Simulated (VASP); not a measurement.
# Te2Mo (C2/m) in VASP: a series of runs, part 2 of 2

VASP 6.6.1.

### Step 3. Single point, r2SCAN (the part above a cut slid along it)

Contents of POSCAR:

```
Te2Mo
1.0
   -3.5635452172      0.0000000000      0.0000000000
   -1.7817726086     -3.0861206856      0.0000000000
   -2.2273939380     -1.2859864897     14.7262210532
Te Mo
4 2
Direct
    0.0714440693      0.0714440693      0.6284839550
    0.6131274026      0.6131274026      0.1284839550
   -0.0298274026     -0.0298274026      0.8715160450
    0.5118559307      0.5118559307      0.3715160450
    0.2291583333      0.2291583333      0.2500000000
    0.3541416667      0.3541416667      0.7500000000
```

Contents of INCAR.step1:

```
  PREC = Accurate
  ENCUT = 520
  ISMEAR = 0
  SIGMA = 0.05
  LREAL = F
  LASPH = T
  NELM = 60
  NBANDS = 35
  GGA = PE
  ALGO = Normal
  EDIFF = 1E-4
  LWAVE = T
  LCHARG = F
```

Contents of INCAR.step2:

```
  PREC = Accurate
  ENCUT = 520
  EDIFF = 1E-7
  ISMEAR = 0
  SIGMA = 0.05
  LREAL = F
  LASPH = T
  NELM = 60
  ALGO = Normal
  ISIF = 2
  LWAVE = F
  LCHARG = F
  METAGGA = R2SCAN
  LMIXTAU = T
  NBANDS = 35
  ISTART = 1
```

Contents of KPOINTS:

```
regular mesh
0
Gamma
  9 9 2
```

Potentials or basis: VASP PAW PBE potentials, release 64 (Te, Mo_sv).

On the command line:

```sh
cat potpaw_PBE.64/Te/POTCAR potpaw_PBE.64/Mo_sv/POTCAR > POTCAR
cp INCAR.step1 INCAR
mpirun -np 1 vasp_std > vasp.out
cp INCAR.step2 INCAR
mpirun -np 1 vasp_std > vasp.out
```

OUTCAR:

```text
PREC = Accurate
   ENCUT = 520
   EDIFF = 1E-7
   ISMEAR = 0
   LREAL = F
   LASPH = T
   NELM = 60
   ISIF = 2
   METAGGA = R2SCAN
   ISTART = 1

 ion  position               nearest neighbor table
   1  0.071  0.071  0.628-   6 2.73   6 2.73   6 2.73   3 3.58
   2  0.613  0.613  0.128-   5 2.73   5 2.73   5 2.73   4 3.58
   3  0.970  0.970  0.872-   6 2.73   6 2.73   6 2.73   1 3.58
   4  0.512  0.512  0.372-   5 2.73   5 2.73   5 2.73   2 3.58
   5  0.229  0.229  0.250-   4 2.73   2 2.73   4 2.73   2 2.73   2 2.73   4 2.73
   6  0.354  0.354  0.750-   1 2.73   3 2.73   1 2.73   3 2.73   3 2.73   1 2.73

  LATTYP: Found a base centered monoclinic cell.
 ALAT       =     6.1722413712
 B/A-ratio  =     0.5773502692
 C/A-ratio  =     2.4219945250
 COS(beta)  =    -0.1720482832

  Lattice vectors:

 A1 = (   3.5635452172,   0.0000000000,   0.0000000000)
 A2 = (   1.7817726086,   3.0861206856,   0.0000000000)
 A3 = (  -2.2273939380,  -1.2859864897,  14.7262210532)

Analysis of symmetry for initial positions (statically):
=====================================================================
 Subroutine PRICEL returns:
 Original cell was already a primitive cell.

 Routine SETGRP: Setting up the symmetry group for a
 base centered monoclinic supercell.

 Subroutine GETGRP returns: Found  4 space group operations
 (whereof  2 operations were pure point group operations)
 out of a pool of  4 trial point group operations.

The static configuration has the point symmetry C_1h.
 The point group associated with its full space group is C_2h.

Analysis of symmetry for dynamics (positions and initial velocities):
=====================================================================
 Subroutine PRICEL returns:
 Original cell was already a primitive cell.

 Routine SETGRP: Setting up the symmetry group for a
 base centered monoclinic supercell.

 Subroutine GETGRP returns: Found  4 space group operations
 (whereof  2 operations were pure point group operations)
 out of a pool of  4 trial point group operations.

The dynamic configuration has the point symmetry C_1h.
 The point group associated with its full space group is C_2h.

 Subroutine INISYM returns: Found  4 space group operations
 (whereof  2 operations are pure point group operations),
 and found     1 'primitive' translations

----------------------------------------------------------------------------------------

                                     Primitive cell

  volume of cell :     161.9521

  direct lattice vectors                    reciprocal lattice vectors
    -3.563545217  0.000000000  0.000000000    -0.280619422  0.162015699 -0.028296465
    -1.781772609 -3.086120686  0.000000000     0.000000000 -0.324031398 -0.028296465
    -2.227393938 -1.285986490 14.726221053     0.000000000  0.000000000  0.067906084

  length of vectors
     3.563545217  3.563545217 14.949134808     0.325264564  0.325264564  0.067906084

  position of ions in fractional coordinates (direct lattice)
     0.071444069  0.071444069  0.628483955
     0.613127403  0.613127403  0.128483955
     0.970172597  0.970172597  0.871516045
     0.511855931  0.511855931  0.371516045
     0.229158333  0.229158333  0.250000000
     0.354141667  0.354141667  0.750000000

  ion indices of the primitive-cell ions
   primitive index   ion index
                 1           1
                 2           2
[... 28 lines left out ...]

 Found     50 irreducible k-points:

 Following reciprocal coordinates:
            Coordinates               Weight
  0.000000  0.000000  0.000000      1.000000
  0.111111 -0.000000  0.000000      4.000000
  0.222222 -0.000000 -0.000000      4.000000
  0.333333 -0.000000 -0.000000      4.000000
  0.444444 -0.000000 -0.000000      4.000000
  0.111111  0.111111 -0.000000      2.000000
[... 16 lines left out ...]
 -0.333333  0.333333  0.000000      2.000000
  0.444444  0.444444  0.000000      2.000000
 [... further k-points ...]
   k-points           NKPTS =     50   k-points in BZ     NKDIM =     50   number of bands    NBANDS=     35
   number of dos      NEDOS =    301   number of ions     NIONS =      6
   total plane-waves  NPLWV =  87808
   dimension x,y,z NGX =    28 NGY =   28 NGZ =  112
   dimension x,y,z NGXF=    56 NGYF=   56 NGZF=  224
   ions per type =               4   2
   NGX,Y,Z   is equivalent  to a cutoff of  13.06, 13.06, 12.46 a.u.
   NGXF,Y,Z  is equivalent  to a cutoff of  26.13, 26.13, 24.91 a.u.
 SYSTEM =  unknown system
   PREC   = accura    normal or accurate (medium, high low for compatibility)
   ISTART =      1    job   : 0-new  1-cont  2-samecut
   ICHARG =      0    charge: 1-file 2-atom 10-const
   ISPIN  =      1    spin polarized calculation?
   LNONCOLLINEAR =      F non collinear calculations
   LSORBIT =      F    spin-orbit coupling
   LASPH  =      T    aspherical Exc in radial PAW
   ENCUT  =  520.0 eV  38.22 Ry    6.18 a.u.   6.63  6.63 27.80*2*pi/ulx,y,z
   NELM   =     60;   NELMIN=  2; NELMDL=  0     # of ELM steps
   EDIFF  = 0.1E-06   stopping-criterion for ELM
   LREAL  =      F    real-space projection
   EDIFFG = 0.1E-05   stopping-criterion for IOM
   NSW    =      0    number of steps for IOM
   IBRION =     -1    ionic relax: 0-MD 1-quasi-New 2-CG
   NFREE  =      0    steps in history (QN), initial steepest desc. (CG)
   ISIF   =      2    stress and relaxation
   ISYM   =      2    0-nonsym 1-usesym 2-fastsym
   POTIM  = 0.5000    time-step for ionic-motion
   TEBEG  =    0.0;   TEEND  =   0.0 temperature during run
   PSTRESS=    0.0 pullay stress
   NELECT =      52.0000    total number of electrons
   NUPDOWN=      -1.0000    fix difference up-down
   EMIN   =  10.00;   EMAX   =-10.00  energy-range for DOS
   EFERMI =   0.00;   METHOD = LEGACY
   ISMEAR =     0;   SIGMA  =   0.05  broadening in eV -4-tet -1-fermi 0-gaus
   EFERMI_NEDOS =   21; number of points for ismear=-14 and -15
   IALGO  =     38    algorithm
   IMIX   =      4    mixing-type and parameters
     AMIX     =   0.40;   BMIX     =  1.00
     AMIX_MAG =   1.60;   BMIX_MAG =  1.00
  volume/ion in A,a.u.               =      26.99       182.15
  Fermi-wavevector in a.u.,A,eV,Ry     =   1.121021  2.118423 17.098282  1.256688
  Thomas-Fermi vector in A             =   2.257672
   LORBIT       =      0    0 simple, 1 ext, 2 COOP (PROOUT), +10 PAW based schemes
   METAGGA = R2SCAN    functional components
   LHFCALC =     F    Hartree Fock is set to
   AEXX    =    0.0000 exact exchange contribution
   IVDW    =     0    specifies the selected vdW correction
   LEPSILON=     F    determine dielectric tensor
   LRPA    =     F    only Hartree local field effects (RPA)
 non-spin polarized calculation
 Gauss-broadening in eV      SIGMA  =   0.05
  energy-cutoff  :      520.00
  volume of cell :      161.95
 maximum number of plane-waves:      4409
   NGX = 13   NGY = 13   NGZ = 55

 number of electron      51.9999999 magnetization

 Free energy of the ion-electron system (eV)
  ---------------------------------------------------
  ext. energy  EPLUGINS =         0.00000000
  ---------------------------------------------------
  free energy    TOTEN  =      -155.63395517 eV

  energy without entropy =     -155.63395517  energy(sigma->0) =     -155.63395517

 E-fermi :   7.1911     XC(G=0): -10.5206

 val. band max:        6.9849291632   @ k =   0.0000   0.0000   0.0000
 cond. band min:       8.0194969347   @ k =  -0.3333   0.3333   0.5000
 fundamental gap:      1.0345677715
 Fermi energy:         7.1911147625

 k-point     1 :       0.0000    0.0000    0.0000
  band No.  band energies     occupation
      1     -55.7276      2.00000
      2     -55.7276      2.00000
      3     -29.1471      2.00000
      4     -29.1471      2.00000
      5     -29.0585      2.00000
      6     -29.0585      2.00000
[... 901 lines left out ...]
     34      10.9056      0.00000
     35      11.4610      0.00000

 [... further k-points ...]
[... 5 lines left out ...]
  --------------------------------------------------------------------------------------
  -------------------------------------------------------------------------------------
  Total        0.2029221      0.1425652      0.4723000      0.0522706      0.0839772      0.1454526
  in kB        2.0074900      1.4103846      4.6724217      0.5171084      0.8307786      1.4389497
  external PRESSURE =       2.6967654 kB  Pullay stress =       0.0000000 kB

 VOLUME and BASIS-vectors are now :
 -----------------------------------------------------------------------------
  energy-cutoff  :      520.00
  volume of cell :      161.95
      direct lattice vectors                 reciprocal lattice vectors
    -3.563545217  0.000000000  0.000000000    -0.280619422  0.162015699 -0.028296465
    -1.781772609 -3.086120686  0.000000000     0.000000000 -0.324031398 -0.028296465
    -2.227393938 -1.285986490 14.726221053     0.000000000  0.000000000  0.067906084

 POSITION                                       TOTAL-FORCE (eV/Angst)
 -----------------------------------------------------------------------------------
     -1.78177     -1.02871      9.25519        -0.000633     -0.000365     -0.032965
     -3.56355     -2.05741      1.89208         0.026643      0.015383      0.042031
     -7.12709     -4.11483     12.83414        -0.026643     -0.015383     -0.042031
     -3.56355     -2.05741      5.47103         0.000633      0.000365      0.032965
     -1.78177     -1.02871      3.68156         0.005346      0.003087     -0.005750
     -3.56355     -2.05741     11.04467        -0.005346     -0.003087      0.005750
 -----------------------------------------------------------------------------------
    total drift:                                0.000000      0.000000      0.000015

  FREE ENERGIE OF THE ION-ELECTRON SYSTEM (eV)
  ---------------------------------------------------
  free  energy   TOTEN  =      -155.6339551667 eV

  energy  without entropy=     -155.6339551666  energy(sigma->0) =     -155.63395517
```

Wall time 9.6 min (1 thread of Intel Xeon 6975P-C (Granite Rapids), shared host); peak memory 0.46 GiB.

What came out:

```
Free energy            : -155.6340 eV
Pressure               : 0.3 GPa
Largest force          : 0.052 eV/Å
Band gap on the k mesh : 1.03 eV (least direct gap 1.08 eV)
```

Forces on the atoms (eV/Å):
```
Te  -0.001  0.000 -0.033
Te   0.027  0.015  0.042
Te  -0.027 -0.015 -0.042
Te   0.001  0.000  0.033
Mo   0.005  0.003 -0.006
Mo  -0.005 -0.003  0.006
```

Levels at points of the mesh, in eV from the valence-band top:
```tsv
k point	band 24	band 25	band 26	band 27	band 28	band 29
(0.00, 0.00, 0.00)	-0.80	-0.72	0.00	3.02	3.05	3.10
(0.00, 0.00, 0.50)	-1.09	-0.16	-0.14	3.04	3.06	3.08
```

Caveat: the cell differs from its parent crystal (the part above a cut slid along it); the PAW data sets were made with another functional, which shifts forces and pressure a little; spin-orbit coupling is left out, which moves the levels of the heavy elements.
